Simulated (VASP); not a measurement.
## ReC6: relaxation of cell and atoms with PBE

ReC6:

```
Re C
1.0
    -2.69299    2.69299    2.69299
     2.69299   -2.69299    2.69299
     2.69299    2.69299   -2.69299
Re C
1 6
Direct
  0.00000 0.00000 0.00000
  0.62034 0.62034 0.00000
  0.37966 0.37966 0.00000
  0.00000 0.37966 0.37966
  0.00000 0.62034 0.62034
  0.62034 0.00000 0.62034
  0.37966 0.00000 0.37966
```

The cell was built from a structure type or drawn by symmetry, and may not be a known phase.

```yaml
Program: VASP 6.6.1
Task: relaxation of cell and atoms
Functional: PBE
Potentials_or_basis: VASP PAW PBE potentials, release 64 (Re, C)
Cutoff: 600 eV
k_mesh: 10 × 10 × 10
Occupations: gaussian, width 0.1 eV
Spin: no spin polarisation
Dipole_correction: no
Further_INCAR_settings: ALGO = Normal; EDIFF = 1e-06; IBRION = 2; EDIFFG = -0.01; NSW = 100; ISIF = 3
```

```yaml
Relaxed_volume: 11.16 Å³/atom
Relaxed_cell: a = 4.665 Å, b = 4.665 Å, c = 4.665 Å, α = 109.47°, β = 109.47°, γ = 109.47°
Space_group_after_relaxing_to_0.1_Å: Im-3m (No. 229)
Energy_gained_by_relaxing: 0.1 meV/atom
Ionic_steps: 3
Pressure_after_relaxing: -0.1 GPa
Band_gap_on_the_k_mesh: zero (an odd number of electrons rules out a gap without spin polarisation)
```

Step by step:
```
step  energy change (eV)  largest force (eV/Å)  pressure (GPa)  volume (Å³)
   1              0.0000                0.2179            0.23        78.12
   2              0.0324                1.1841           -2.02        78.31
   3             -0.0010                0.0012           -0.13        78.15
```

Final structure:
```
CELL_PARAMETERS angstrom
-2.69330 2.69330 2.69330
2.69330 -2.69330 2.69330
2.69330 2.69330 -2.69330
ATOMIC_POSITIONS crystal
Re 0.00000 0.00000 0.00000
C 0.62063 0.62063 0.00000
C 0.37937 0.37937 0.00000
C 0.00000 0.37937 0.37937
C 0.00000 0.62063 0.62063
C 0.62063 0.00000 0.62063
C 0.37937 0.00000 0.37937
```

Levels at points of the mesh, in eV from the Fermi level:
```csv
k point,band 11,band 12,band 13,band 14,band 15,band 16,band 17,band 18,band 19
"(0.00, 0.00, 0.00)",-3.78,-3.78,-2.40,-2.40,-2.40,0.28,0.28,0.28,5.97
"(0.50, 0.00, 0.00)",-2.20,-1.91,-1.87,-1.33,-0.78,0.32,1.54,1.85,3.83
"(0.50, 0.50, 0.50)",-2.68,-2.68,-1.64,-1.64,-1.64,0.59,0.59,0.59,6.34
```

Wall time 3.4 min on 1 thread of Intel(R) Xeon(R) Platinum 8259CL CPU @ 2.50GHz (Skylake/Cascade Lake), with other jobs on the host, peak memory 0.28 GiB.

Caveat: spin-orbit coupling is left out, which moves the levels of the heavy elements.
